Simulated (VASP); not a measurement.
Write the native input for VASP 6.6.1 that does the following.

| Quantity | Value |
| --- | --- |
| Task | single point |
| Functional | PBEsol |
| Potentials or basis | VASP PAW PBE potentials, release 64 (Al, Ru_pv) |
| Cutoff | 520 eV |
| k mesh | 16 × 16 × 16 |
| Occupations | gaussian, width 0.1 eV |
| Spin | no spin polarisation |
| Dipole correction | no |
| Further INCAR settings | ALGO = Fast; EDIFF = 1e-07; NBANDS = 26 |

The structure of Al3Ru2 lies in POSCAR:

```
Al3Ru2
1.0
   -1.5778605795      1.5778605795      7.4346187325
    1.5778605795     -1.5778605795      7.4346187325
    1.5778605795      1.5778605795     -7.4346187325
Al Ru
3 2
Direct
    0.0000000000      0.0000000000      0.0000000000
    0.8096673917      0.8096673917      0.0000000000
    0.1903326083      0.1903326083      0.0000000000
    0.6048727565      0.6048727565      0.0000000000
    0.3951272435      0.3951272435      0.0000000000
```

The input as run:

INCAR

```
SYSTEM = Al3Ru2
ALGO = Fast
EDIFF = 1E-7
ENCUT = 520
GGA = PS
ISIF = 2
ISMEAR = 0
LASPH = .True.
LCHARG = .False.
LREAL = .False.
LWAVE = .False.
NBANDS = 26
NELM = 60
PREC = Accurate
SIGMA = 0.1
```

KPOINTS

```
k-points
0
Gamma
  16 16 16
  0 0 0
```

Potentials or basis: VASP PAW PBE potentials, release 64 (Al, Ru_pv).

Run with:

```bash
$ cat potpaw_PBE.64/Al/POTCAR potpaw_PBE.64/Ru_pv/POTCAR > POTCAR
$ mpirun -np 1 vasp_std > vasp.out
```

Results of the run:

```yaml
Pressure: -14.3 GPa
Largest_force: 0.008 eV/Å
Band_gap_on_the_k_mesh: zero (an odd number of electrons rules out a gap without spin polarisation)
```

Caveat: the cell stands under tension; the PAW data sets were made with another functional, which shifts forces and pressure a little.

Wall time 49 min on 1 thread of Intel(R) Xeon(R) Platinum 8488C (Sapphire Rapids) (shared host), peak memory 0.89 GiB.
